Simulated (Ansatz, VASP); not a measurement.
**Se: VASP beside Ansatz**

The input INCAR:

```
SYSTEM = Se
PREC     = Accurate       ! precision mode
ENCUT    = 520            ! plane-wave cutoff, eV
EDIFF    = 1E-6           ! SCF threshold, eV
ISMEAR   = -1             ! smearing method
SIGMA    = 0.1            ! smearing width, eV
LREAL    = .FALSE.        ! projectors in reciprocal space
LASPH    = .TRUE.         ! aspherical terms in the spheres
NELM     = 80             ! most SCF steps
ALGO     = Normal         ! electronic algorithm
ISIF     = 2              ! what is computed and relaxed
LWAVE    = .FALSE.        ! write WAVECAR
LCHARG   = .FALSE.        ! write CHGCAR
GGA      = B5             ! functional
ALDAX    = 1.0          
AGGAX    = 1.0          
AGGAC    = 1.0          
ALDAC    = 0.0          
NBANDS   = 13             ! bands
```

The input KPOINTS:

```
regular mesh
0
G
  14 14 8
  0 0 0
```

The input POSCAR:

```
Se
1.0
   -5.1321692780      4.7815836923      1.4025582509
    4.7815836923     -5.1321692780      1.4025582509
    3.5308424113      3.5308424113     -2.0446563933
Se
2
Direct
    0.0874639238      0.9125360762      0.0000000000
    0.6625360762      0.3374639238      0.5000000000
```

Input for Ansatz:

```yaml
crystal:
  lattice:
    - [-5.132169278, 4.7815836923, 1.4025582509]
    - [4.7815836923, -5.132169278, 1.4025582509]
    - [3.5308424113, 3.5308424113, -2.0446563933]
  atoms:
    - { symbol: Se, position: [0.0874639238, 0.9125360762, 0.0] }
    - { symbol: Se, position: [0.6625360762, 0.3374639238, 0.5] }
hamiltonian:
  xc: blyp
  pseudopotentials:
    kind: paw
    azcp:
      Se: "pseudopotentials/Se.paw.azcp"
basis:
  ecutwfc: 420
  fft_grid_basis: typed
kpoints:
  mp_grid: { grid: [14, 14, 8], shift: [0, 0, 0] }
magnetization:
  spin_polarized: false
scf:
  occupations: { method: fermi_dirac, width: 0.1 }
  lower_state_search: "off"
output:
  stress: true
  write_density: true
  write_potential: true
  elf: true
  volumetric_format: npy
```

Alike in both runs: task single point; functional BLYP; k mesh 14 × 14 × 8; occupations fermi-dirac, width 0.1 eV; no spin polarisation.

```csv
,VASP,Ansatz
version,VASP 6.6.1,Ansatz 0.2.0
potentials or method,"VASP PAW PBE potentials, release 64 (Se), cutoff 520 eV","plane waves (420 eV) with PAW, scalar-relativistic"
valence electrons in the cell,12,32
```

Ansatz gave:

| Quantity | Value |
| --- | --- |
| pressure (GPa) | 2.5 |
| traceless stress, the component that is largest in VASP (GPa) | 1.64 |

Task: What did VASP give for the same quantities?

Result: Pressure (GPa): 2.6; traceless stress, the component that is largest in VASP (GPa): 1.72.

VASP's potentials were made for PBE, not for BLYP. The functional is the same, so the differences come from potentials, cutoffs and numerics. VASP's potentials hold 12 valence electrons a cell and Ansatz's 32, so a difference there can come from the potentials and not from the codes. Ansatz's warnings: xc potential rough in thin density.
